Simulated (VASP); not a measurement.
# Cr (P6/mmm) in VASP: a series of runs

Cr is run at these levels: r2SCAN; tasks: single point.

Everything below comes from runs of VASP 6.6.1. Logs are shortened: lines on timing, memory, paths and dates and some standing lists are left out, and cuts for length are marked.

### 1 The cell of the first run

The structure is hexagonal, space group P6/mmm (No. 191). Conventional cell: a = 4.178 Å, b = 4.178 Å, c = 2.523 Å, α = 90.00°, β = 90.00°, γ = 120.00°. Within 3.3 Å of Cr (site symmetry 6/mmm) lie 14 Cr at 2.52 to 2.72 Å. Within 3.2 Å of Cr (site symmetry -6m2) lie 11 Cr at 2.41 to 2.72 Å.

This isn't the form of Cr at room conditions, which is bcc.

### 2 Single point, r2SCAN, collinear spin, ferromagnetic start (12.72 Å³/atom)

Contents of POSCAR:

```
Cr
1.0
    4.1781873182      0.0000000000      0.0000000000
   -2.0890936591      3.6184163593      0.0000000000
    0.0000000000      0.0000000000      2.5231292588
Cr
3
Direct
    1.0000000000      1.0000000000      0.0000000000
    0.3333333333      0.6666666667      0.5000000000
    0.6666666667      0.3333333333      0.5000000000
```

Contents of INCAR.step1:

```
ALGO = Normal
EDIFF = 1E-4
ENCUT = 520
GGA = PE
ISMEAR = -1
ISPIN = 2
LASPH = True
LCHARG = False
LMAXMIX = 4
LREAL = False
LWAVE = True
MAGMOM = 2.301 0.494 0.494
NBANDS = 29
NELM = 150
PREC = Accurate
SIGMA = 0.05
```

Contents of INCAR.step2:

```
ALGO = Normal
EDIFF = 1E-7
ENCUT = 520
ISIF = 2
ISMEAR = -1
ISPIN = 2
ISTART = 1
LASPH = True
LCHARG = False
LMAXMIX = 4
LMIXTAU = True
LORBIT = 11
LREAL = False
LWAVE = False
MAGMOM = 2.301 0.494 0.494
METAGGA = R2SCAN
NBANDS = 29
NELM = 150
PREC = Accurate
SIGMA = 0.05
```

Contents of KPOINTS:

```
k-points
0
Gamma
  10 10 14
```

Potentials or basis: VASP PAW PBE potentials, release 64 (Cr_pv).

On the command line:

```sh
> cat potpaw_PBE.64/Cr_pv/POTCAR > POTCAR
> cp INCAR.step1 INCAR
> mpirun -np 1 vasp_std > vasp.out
> cp INCAR.step2 INCAR
> mpirun -np 1 vasp_std > vasp.out
```

OUTCAR:

```text
EDIFF = 1E-7
   ENCUT = 520
   ISIF = 2
   ISMEAR = -1
   ISPIN = 2
   ISTART = 1
   LASPH = True
   LORBIT = 11
   LREAL = False
   METAGGA = R2SCAN
   NELM = 150
   PREC = Accurate

 ion  position               nearest neighbor table
   1  0.000  0.000  0.000-   2 2.72   3 2.72   2 2.72   3 2.72   2 2.72   2 2.72   3 2.72   3 2.72
                             3 2.72   3 2.72   2 2.72   2 2.72
   2  0.333  0.667  0.500-   3 2.41   3 2.41   3 2.41   1 2.72   1 2.72   1 2.72   1 2.72   1 2.72
                             1 2.72
   3  0.667  0.333  0.500-   2 2.41   2 2.41   2 2.41   1 2.72   1 2.72   1 2.72   1 2.72   1 2.72
                             1 2.72

  LATTYP: Found a hexagonal cell.
 ALAT       =     4.1781873182
 C/A-ratio  =     0.6038813166

  Lattice vectors:

 A1 = (   4.1781873182,   0.0000000000,   0.0000000000)
 A2 = (  -2.0890936591,   3.6184163593,   0.0000000000)
 A3 = (   0.0000000000,   0.0000000000,   2.5231292588)

Analysis of symmetry for initial positions (statically):
=====================================================================
 Subroutine PRICEL returns:
 Original cell was already a primitive cell.

 Routine SETGRP: Setting up the symmetry group for a
 hexagonal supercell.

 Subroutine GETGRP returns: Found 24 space group operations
 (whereof 24 operations were pure point group operations)
 out of a pool of 24 trial point group operations.

The static configuration has the point symmetry D_6h.

Analysis of symmetry for dynamics (positions and initial velocities):
=====================================================================
 Subroutine PRICEL returns:
 Original cell was already a primitive cell.

 Routine SETGRP: Setting up the symmetry group for a
 hexagonal supercell.

 Subroutine GETGRP returns: Found 24 space group operations
 (whereof 24 operations were pure point group operations)
 out of a pool of 24 trial point group operations.

The dynamic configuration has the point symmetry D_6h.

Analysis of structural, dynamic, and magnetic symmetry:
=====================================================================
 Subroutine PRICEL returns:
 Original cell was already a primitive cell.

 Routine SETGRP: Setting up the symmetry group for a
 hexagonal supercell.

 Subroutine GETGRP returns: Found 24 space group operations
 (whereof 24 operations were pure point group operations)
 out of a pool of 24 trial point group operations.

The overall configuration has the point symmetry D_6h.

 Subroutine INISYM returns: Found 24 space group operations
 (whereof 24 operations are pure point group operations),
 and found     1 'primitive' translations

----------------------------------------------------------------------------------------

                                     Primitive cell

  volume of cell :      38.1457

  direct lattice vectors                    reciprocal lattice vectors
     4.178187318  0.000000000  0.000000000     0.239338240  0.138181997  0.000000000
    -2.089093659  3.618416359  0.000000000     0.000000000  0.276363995  0.000000000
     0.000000000  0.000000000  2.523129259     0.000000000  0.000000000  0.396333242

  length of vectors
     4.178187318  4.178187318  2.523129259     0.276363995  0.276363995  0.396333242

  position of ions in fractional coordinates (direct lattice)
     0.000000000  0.000000000  0.000000000
     0.333333333  0.666666667  0.500000000
     0.666666667  0.333333333  0.500000000

  ion indices of the primitive-cell ions
   primitive index   ion index
                 1           1
                 2           2
                 3           3

----------------------------------------------------------------------------------------

 KPOINTS: k-points

Automatic generation of k-mesh.
 Grid dimensions read from file:
 generate k-points for:   10   10   14

 Generating k-lattice:

  Cartesian coordinates                     Fractional coordinates (reciprocal lattice)
     0.023933824  0.013818200  0.000000000     0.100000000  0.000000000  0.000000000
     0.000000000  0.027636399  0.000000000     0.000000000  0.100000000  0.000000000
     0.000000000  0.000000000  0.028309517     0.000000000  0.000000000  0.071428571

  Length of vectors
     0.027636399  0.027636399  0.028309517

  Shift w.r.t. Gamma in fractional coordinates (k-lattice)
     0.000000000  0.000000000  0.000000000

 Subroutine IBZKPT returns following result:
 ===========================================

 Found    112 irreducible k-points:

 Following reciprocal coordinates:
            Coordinates               Weight
  0.000000  0.000000  0.000000      1.000000
  0.100000  0.000000  0.000000      6.000000
  0.200000  0.000000  0.000000      6.000000
  0.300000  0.000000  0.000000      6.000000
  0.400000  0.000000  0.000000      6.000000
  0.500000  0.000000  0.000000      3.000000
[... 16 lines left out ...]
  0.300000  0.100000  0.071429     24.000000
  0.400000  0.100000  0.071429     24.000000
 [... further k-points ...]
   k-points           NKPTS =    112   k-points in BZ     NKDIM =    112   number of bands    NBANDS=     29
   number of dos      NEDOS =    301   number of ions     NIONS =      3
   total plane-waves  NPLWV =  20480
   dimension x,y,z NGX =    32 NGY =   32 NGZ =   20
   dimension x,y,z NGXF=    64 NGYF=   64 NGZF=   40
   ions per type =               3
   NGX,Y,Z   is equivalent  to a cutoff of  12.73, 12.73, 13.18 a.u.
   NGXF,Y,Z  is equivalent  to a cutoff of  25.46, 25.46, 26.36 a.u.
 SYSTEM =  unknown system
   PREC   = accura    normal or accurate (medium, high low for compatibility)
   ISTART =      1    job   : 0-new  1-cont  2-samecut
   ICHARG =      0    charge: 1-file 2-atom 10-const
   ISPIN  =      2    spin polarized calculation?
   LNONCOLLINEAR =      F non collinear calculations
   LSORBIT =      F    spin-orbit coupling
   LASPH  =      T    aspherical Exc in radial PAW
   ENCUT  =  520.0 eV  38.22 Ry    6.18 a.u.   7.77  7.77  4.69*2*pi/ulx,y,z
   NELM   =    150;   NELMIN=  2; NELMDL=  0     # of ELM steps
   EDIFF  = 0.1E-06   stopping-criterion for ELM
   LREAL  =      F    real-space projection
   EDIFFG = 0.1E-05   stopping-criterion for IOM
   NSW    =      0    number of steps for IOM
   IBRION =     -1    ionic relax: 0-MD 1-quasi-New 2-CG
   NFREE  =      0    steps in history (QN), initial steepest desc. (CG)
   ISIF   =      2    stress and relaxation
   ISYM   =      2    0-nonsym 1-usesym 2-fastsym
   POTIM  = 0.5000    time-step for ionic-motion
   TEBEG  =    0.0;   TEEND  =   0.0 temperature during run
   PSTRESS=    0.0 pullay stress
   NELECT =      36.0000    total number of electrons
   NUPDOWN=      -1.0000    fix difference up-down
   EMIN   =  10.00;   EMAX   =-10.00  energy-range for DOS
   EFERMI =   0.00;   METHOD = LEGACY
   ISMEAR =    -1;   SIGMA  =   0.05  broadening in eV -4-tet -1-fermi 0-gaus
   EFERMI_NEDOS =   21; number of points for ismear=-14 and -15
   IALGO  =     38    algorithm
   IMIX   =      4    mixing-type and parameters
     AMIX     =   0.40;   BMIX     =  1.00
     AMIX_MAG =   1.60;   BMIX_MAG =  1.00
  volume/ion in A,a.u.               =      12.72        85.81
  Fermi-wavevector in a.u.,A,eV,Ry     =   1.605808  3.034538 35.084257  2.578620
  Thomas-Fermi vector in A             =   2.702096
   LORBIT       =     11    0 simple, 1 ext, 2 COOP (PROOUT), +10 PAW based schemes
   METAGGA = R2SCAN    functional components
   LHFCALC =     F    Hartree Fock is set to
   AEXX    =    0.0000 exact exchange contribution
   IVDW    =     0    specifies the selected vdW correction
   LEPSILON=     F    determine dielectric tensor
   LRPA    =     F    only Hartree local field effects (RPA)
 spin polarized calculation
  energy-cutoff  :      520.00
  volume of cell :       38.15
 maximum number of plane-waves:      1054
 NGX is ok and might be reduce to    32
   NGX = 15   NGY = 15   NGZ =  9

 number of electron      35.9999988 magnetization       2.3118981

 Free energy of the ion-electron system (eV)
  ---------------------------------------------------
  ext. energy  EPLUGINS =         0.00000000
  ---------------------------------------------------
  free energy    TOTEN  =       -42.81140944 eV

  energy without entropy =      -42.77434613  energy(sigma->0) =      -42.79287778

 E-fermi :   9.5458     XC(G=0): -14.3131

 val. band max:        9.5453932785   @ k =   0.0000   0.0000   0.2143
 cond. band min:       9.5473734384   @ k =   0.3000   0.0000   0.2143
 fundamental gap:      0.0019801599
 Fermi energy:         9.5457877160

 spin component 1

 k-point     1 :       0.0000    0.0000    0.0000
  band No.  band energies     occupation
      1     -35.9650      1.00000
      2     -35.9649      1.00000
      3     -35.5054      1.00000
      4     -35.5054      1.00000
      5     -35.3391      1.00000
      6     -35.2183      1.00000
[... 21 lines left out ...]
     28      12.5403      0.00000
     29      17.4324      0.00000
[... 705 lines left out ...]
 k-point    24 :       0.4000    0.1000    0.0714
  band No.  band energies     occupation
      1     -36.0416      1.00000
      2     -35.8387      1.00000
      3     -35.5956      1.00000
      4     -35.3875      1.00000
      5     -35.3217      1.00000
      6     -35.2816      1.00000
[... 21 lines left out ...]
     28      11.9521      0.00000
     29      12.0259      0.00000

 [... further k-points ...]

 spin component 2

 k-point     1 :       0.0000    0.0000    0.0000
  band No.  band energies     occupation
      1     -34.8983      1.00000
      2     -34.8982      1.00000
      3     -34.5978      1.00000
      4     -34.4820      1.00000
      5     -34.4820      1.00000
      6     -34.0297      1.00000
[... 21 lines left out ...]
     28      13.8998      0.00000
     29      17.8004      0.00000
[... 705 lines left out ...]
 k-point    24 :       0.4000    0.1000    0.0714
  band No.  band energies     occupation
      1     -34.9547      1.00000
      2     -34.8811      1.00000
      3     -34.6230      1.00000
      4     -34.4583      1.00000
      5     -34.3113      1.00000
      6     -34.0858      1.00000
[... 21 lines left out ...]
     28      12.9680      0.00000
     29      13.8920      0.00000

 [... further k-points ...]
[... 5 lines left out ...]
  --------------------------------------------------------------------------------------
  -------------------------------------------------------------------------------------
  Total       -2.1787775     -2.1787775     -6.3795056      0.0000000     -0.0000000      0.0000000
  in kB      -91.5118892    -91.5118892   -267.9487040      0.0000000     -0.0000000      0.0000000
  external PRESSURE =    -150.3241608 kB  Pullay stress =       0.0000000 kB

 VOLUME and BASIS-vectors are now :
 -----------------------------------------------------------------------------
  energy-cutoff  :      520.00
  volume of cell :       38.15
      direct lattice vectors                 reciprocal lattice vectors
     4.178187318  0.000000000  0.000000000     0.239338240  0.138181997  0.000000000
    -2.089093659  3.618416359  0.000000000     0.000000000  0.276363995  0.000000000
     0.000000000  0.000000000  2.523129259     0.000000000  0.000000000  0.396333242

 POSITION                                       TOTAL-FORCE (eV/Angst)
 -----------------------------------------------------------------------------------
      0.00000      0.00000      0.00000         0.000000      0.000000      0.000000
     -0.00000      2.41228      1.26156        -0.000000      0.000000      0.000000
      2.08909      1.20614      1.26156         0.000000     -0.000000     -0.000000
 -----------------------------------------------------------------------------------
    total drift:                               -0.000000      0.000000      0.000000

  FREE ENERGIE OF THE ION-ELECTRON SYSTEM (eV)
  ---------------------------------------------------
  free  energy   TOTEN  =       -42.8114094380 eV

  energy  without entropy=      -42.7743461307  energy(sigma->0) =      -42.79287778

 total charge

# of ion       s       p       d       tot
------------------------------------------
    1        0.656   6.348   4.062  11.066
    2        0.700   6.342   4.137  11.179
    3        0.700   6.342   4.137  11.179
--------------------------------------------------
tot          2.057  19.031  12.335  33.423

 magnetization (x)

# of ion       s       p       d       tot
------------------------------------------
    1       -0.009  -0.015   0.134   0.110
    2        0.043   0.029   1.040   1.112
    3        0.043   0.029   1.040   1.112
--------------------------------------------------
tot          0.076   0.044   2.214   2.334
```

It took 25 min on 1 thread of Intel Xeon 8259CL, shared host; peak memory 0.31 GiB.

What came out:

```yaml
Free_energy: -42.8114 eV
Pressure: -15.0 GPa
Net_moment: 2.31 μB per cell
Site_moments: Cr +0.11, +1.11 (each value once) μB
Valence_electrons_inside_the_program's_atomic_spheres: Cr 11.07, 11.18 (each value once)
```

Caveat: the stress differs along the axes, from -27 to -9 GPa; the PAW data sets were made with another functional, which shifts forces and pressure a little.

### 3 Single point, r2SCAN (12.98 Å³/atom)

This run uses another cell than the first one, of 12.98 Å³/atom.

Contents of POSCAR:

```
Cr
1.0
    4.3675530935      0.0000000000      0.0000000000
   -2.1837765467      3.7824119313      0.0000000000
    0.0000000000      0.0000000000      2.3566037629
Cr
3
Direct
    0.0000000000      1.0000000000      0.0000000000
    0.3333333333      0.6666666667      0.5000000000
    0.6666666667      0.3333333333      0.5000000000
```

Contents of INCAR.step1:

```
SYSTEM = Cr
PREC = Accurate ; ENCUT = 770
ISMEAR = -1 ; SIGMA = 0.1
LREAL = .False. ; LASPH = .True.
NELM = 120 ; NBANDS = 28
GGA = PE ; ALGO = Normal
EDIFF = 1E-5 ; LWAVE = .True.
LCHARG = .False. ; GGA_COMPAT = .False.
```

Contents of INCAR.step2:

```
SYSTEM = Cr
PREC = Accurate ; ENCUT = 770
EDIFF = 1E-6 ; ISMEAR = -1
SIGMA = 0.1 ; LREAL = .False.
LASPH = .True. ; NELM = 120
ALGO = Normal ; ISIF = 2
LWAVE = .False. ; LCHARG = .True.
METAGGA = R2SCAN ; LMIXTAU = .True.
LELF = .True. ; LVHAR = .True.
NBANDS = 28 ; ISTART = 1
GGA_COMPAT = .False.
```

Contents of KPOINTS:

```
regular mesh
0
Gamma
  10 10 15
  0 0 0
```

Potentials or basis: VASP PAW PBE potentials, release 64 (Cr_sv).

On the command line:

```sh
> cat potpaw_PBE.64/Cr_sv/POTCAR > POTCAR
> cp INCAR.step1 INCAR
> mpirun -np 1 vasp_std > vasp.out
> cp INCAR.step2 INCAR
> mpirun -np 1 vasp_std > vasp.out
```

OUTCAR:

```text
SYSTEM = Cr
   PREC = Accurate
   ENCUT = 770
   EDIFF = 1E-6
   ISMEAR = -1
   LREAL = .False.
   LASPH = .True.
   NELM = 120
   ISIF = 2
   METAGGA = R2SCAN
   ISTART = 1

 ion  position               nearest neighbor table
   1  0.000  0.000  0.000-   2 2.78   3 2.78   2 2.78   3 2.78   2 2.78   2 2.78   3 2.78   3 2.78
                             3 2.78   3 2.78   2 2.78   2 2.78
   2  0.333  0.667  0.500-   3 2.52   3 2.52   3 2.52   1 2.78   1 2.78   1 2.78   1 2.78   1 2.78
                             1 2.78
   3  0.667  0.333  0.500-   2 2.52   2 2.52   2 2.52   1 2.78   1 2.78   1 2.78   1 2.78   1 2.78
[... 938 lines left out ...]

 [... further k-points ...]
[... 5 lines left out ...]
  --------------------------------------------------------------------------------------
  -------------------------------------------------------------------------------------
  Total       -5.6235304     -5.6235304     -5.7320657     -0.0000000     -0.0000000      0.0000000
  in kB     -231.4334031   -231.4334031   -235.9001172     -0.0000000     -0.0000000      0.0000000
  external PRESSURE =    -232.9223078 kB  Pullay stress =       0.0000000 kB

 VOLUME and BASIS-vectors are now :
 -----------------------------------------------------------------------------
  energy-cutoff  :      770.00
  volume of cell :       38.93
      direct lattice vectors                 reciprocal lattice vectors
     4.367553093  0.000000000  0.000000000     0.228961155  0.132190784  0.000000000
    -2.183776547  3.782411931  0.000000000     0.000000000  0.264381569  0.000000000
     0.000000000  0.000000000  2.356603763     0.000000000  0.000000000  0.424339474

 POSITION                                       TOTAL-FORCE (eV/Angst)
 -----------------------------------------------------------------------------------
      0.00000      0.00000      0.00000        -0.000000      0.000000      0.000000
     -0.00000      2.52161      1.17830         0.000000     -0.000000      0.000000
      2.18378      1.26080      1.17830        -0.000000      0.000000      0.000000
 -----------------------------------------------------------------------------------
    total drift:                               -0.000000      0.000000      0.000000

  FREE ENERGIE OF THE ION-ELECTRON SYSTEM (eV)
  ---------------------------------------------------
  free  energy   TOTEN  =       -43.1566469292 eV

  energy  without entropy=      -42.9978714449  energy(sigma->0) =      -43.07725919
```

OSZICAR.step1:

```text
N       E                     dE             d eps       ncg     rms          rms(c)
DAV:   1     0.101594435013E+04    0.10159E+04   -0.27390E+04  7420   0.540E+03
DAV:   2     0.716053727286E+02   -0.94434E+03   -0.92726E+03  7204   0.109E+03
DAV:   3    -0.176052296607E+02   -0.89211E+02   -0.85638E+02  8340   0.404E+02
DAV:   4    -0.287357499933E+02   -0.11131E+02   -0.10813E+02 11032   0.122E+02
DAV:   5    -0.315291282793E+02   -0.27934E+01   -0.27832E+01 11572   0.366E+01    0.203E+01
DAV:   6    -0.273931891920E+02    0.41359E+01   -0.41085E+01 11692   0.100E+02    0.579E+00
DAV:   7    -0.277242078814E+02   -0.33102E+00   -0.45065E+00 12412   0.273E+01    0.652E+00
DAV:   8    -0.276214924620E+02    0.10272E+00   -0.14727E+00 12416   0.145E+01    0.359E+00
DAV:   9    -0.276507650559E+02   -0.29273E-01   -0.26788E-01 12400   0.646E+00    0.857E-01
DAV:  10    -0.276534883364E+02   -0.27233E-02   -0.54279E-02 12388   0.302E+00    0.147E-01
DAV:  11    -0.276541401026E+02   -0.65177E-03   -0.10289E-02 12148   0.886E-01    0.960E-02
DAV:  12    -0.276542294241E+02   -0.89322E-04   -0.18414E-03 12040   0.411E-01    0.232E-02
DAV:  13    -0.276542596184E+02   -0.30194E-04   -0.32268E-04  8112   0.116E-01    0.800E-03
DAV:  14    -0.276542664221E+02   -0.68037E-05   -0.58936E-05  6100   0.523E-02
   1 F= -.27654266E+02 E0= -.27569634E+02  d E =-.169266E+00
```

Run time: 6.4 min. Hardware: 1 thread of Intel Xeon 6975P-C (Granite Rapids), shared host; peak memory 0.3 GiB.

What came out:

* Free energy: -43.1566 eV
* Pressure: -23.3 GPa
* Band gap on the k mesh: zero (bands 21 and 22 overlap by 0.49 eV)

Levels at points of the mesh, in eV from the Fermi level:
| k point | band 19 | band 20 | band 21 | band 22 | band 23 | band 24 |
| --- | --- | --- | --- | --- | --- | --- |
| (0.00, 0.00, 0.00) | -2.07 | -1.85 | -0.27 | -0.27 | 1.37 | 1.37 |
| (0.50, 0.00, 0.00) | -1.83 | -1.48 | 0.01 | 0.87 | 1.23 | 1.49 |

Caveat: the cell stands under tension; the PAW data sets were made with another functional, which shifts forces and pressure a little; the run has no spin polarisation, though such a crystal can be magnetic.
